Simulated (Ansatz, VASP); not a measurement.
Si7Ge: VASP beside Ansatz

```xyz
8
Lattice="5.4592 0.0000 0.0000 0.0000 5.4592 0.0000 0.0000 0.0000 5.4592" Properties=species:S:1:pos:R:3 pbc="T T T"
Si    1.3790    1.3790    1.3790
Si    0.0000    2.7296    2.7296
Si    2.7296    2.7296    0.0000
Si    2.7296    0.0000    2.7296
Si    4.0802    1.3790    4.0802
Si    4.0802    4.0802    1.3790
Si    1.3790    4.0802    4.0802
Ge    0.0000    0.0000    0.0000
```

Alike in both runs: functional PBEsol; k mesh 8 × 8 × 8; occupations gaussian, width 0.01 eV; no spin polarisation.

Ansatz relaxed the structure, and its values are those at the end. VASP's run is a single point on that final structure, the one shown.

|  | VASP | Ansatz |
| --- | --- | --- |
| version | VASP 6.6.1 | Ansatz 0.2.0 |
| potentials or method | VASP PAW PBE potentials, release 64 (Si, Ge_d), cutoff 520 eV | scalar-relativistic, plane waves, PAW |
| valence electrons in the cell | 42 | 42 |

```csv
,VASP,Ansatz,Ansatz less VASP
gap on the k mesh at the Fermi level (eV),0.27,0.28,+0.005
least direct gap on the mesh (eV),0.27,0.28,+0.005
pressure (GPa),0.1,0.0,-0.06
rms of the force components (eV/Å),0.004,0.000,-0.0034
```

VASP's potentials were made for PBE, not for PBEsol.
